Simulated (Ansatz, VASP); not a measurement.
CdSe: VASP beside Ansatz

```
CELL_PARAMETERS angstrom
4.38335 0.00000 0.00000
-2.19167 3.79609 0.00000
0.00000 0.00000 7.15442
ATOMIC_POSITIONS crystal
Cd 0.66667 0.33333 0.99961
Cd 0.33333 0.66667 0.49961
Se 0.66667 0.33333 0.37539
Se 0.33333 0.66667 0.87539
```

Alike in both runs: functional PBE; k mesh 10 × 10 × 6; occupations gaussian, width 0.05 eV; no spin polarisation.

Ansatz relaxed the structure, and its values are those at the end. VASP's run is a single point on that final structure, the one shown.

```csv
,VASP,Ansatz
version,VASP 6.6.1,Ansatz 0.2.0
potentials or method,"VASP PAW PBE potentials, release 64 (Cd, Se), cutoff 520 eV","scalar-relativistic, plane waves, PAW"
valence electrons in the cell,36,72
```

|  | VASP | Ansatz | Ansatz less VASP |
| --- | --- | --- | --- |
| gap on the k mesh at the Fermi level (eV) | 0.54 | 0.54 | +0.002 |
| least direct gap on the mesh (eV) | 0.54 | 0.54 | +0.002 |
| pressure (GPa) | 0.2 | 0.0 | -0.24 |

VASP's potentials hold 36 valence electrons a cell and Ansatz's 72, so a difference there can come from the potentials and not from the codes.
